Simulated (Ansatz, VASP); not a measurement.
AgCl: VASP beside Ansatz

File INCAR:

```
SYSTEM = AgCl
PREC = Accurate
ENCUT = 520
EDIFF = 1E-6
ISMEAR = -1
SIGMA = 0.02
LREAL = .FALSE.
LASPH = .TRUE.
NELM = 100
ALGO = Normal
ISIF = 2
LWAVE = .FALSE.
LCHARG = .FALSE.
NBANDS = 16
```

File KPOINTS:

```
Automatic mesh
0
G
  8 8 8
  0 0 0
```

POSCAR

```
AgCl
1.0
    0.0000000000      2.8563445000      2.7731500000
    2.8563445000      0.0000000000      2.7731500000
    2.8563445000      2.8563445000      0.0000000000
Ag Cl
1 1
Direct
    0.5000000000      0.5000000000      0.5000000000
    0.0000000000      0.0000000000      0.0000000000
```

Input for Ansatz:

```yaml
crystal:
  lattice:
    - [0.0, 2.8563445, 2.77315]
    - [2.8563445, 0.0, 2.77315]
    - [2.8563445, 2.8563445, 0.0]
  atoms:
    - { symbol: Ag, position: [0.5, 0.5, 0.5] }
    - { symbol: Cl, position: [0.0, 0.0, 0.0] }
kpoints:
  mp_grid: { grid: [8, 8, 8] }
  band_path:
    path:
      - [0.0, 0.0, 0.0]
      - [0.0, 0.5, 0.5]
      - [0.25, 0.75, 0.5]
      - [0.0, 0.5, 0.0]
      - [0.0, 0.0, 0.0]
      - [0.5, 0.5, 0.0]
      - [0.3826125, 0.6173875, 0.0]
      - [-0.3826125, 0.3826125, 0.0]
      - [0.0, 0.0, 0.0]
    npoints: 5
scf:
  occupations: { method: fermi_dirac, width: 0.02 }
hamiltonian:
  xc: lda
  pseudopotentials: { kind: all_electron, lapw: { basis_error: 0.0005 } }
output:
  forces: true
  stress: true
  eigenvalues: true
```

Change from the starting cell: equal xx and yy strain of +3 %.

Alike in both runs: task single point; functional LDA; k mesh 8 × 8 × 8; occupations fermi-dirac, width 0.02 eV; no spin polarisation.

```csv
,VASP,Ansatz
version,VASP 6.6.1,Ansatz 0.2.0
potentials or method,"VASP PAW LDA potentials, release 64 (Ag, Cl), cutoff 520 eV","all-electron LAPW, scalar-relativistic"
```

VASP gave:

* pressure (GPa): -7.4
* traceless stress, the component that is largest in VASP (GPa): -0.16

Question: Which values does Ansatz return?

Answer: Pressure (GPa): -7.4; traceless stress, the component that is largest in VASP (GPa): -0.17.

LDA's correlation is that of Perdew and Zunger in VASP and of Perdew and Wang (1992) in Ansatz. Ansatz ran all-electron here, and VASP with PAW potentials.
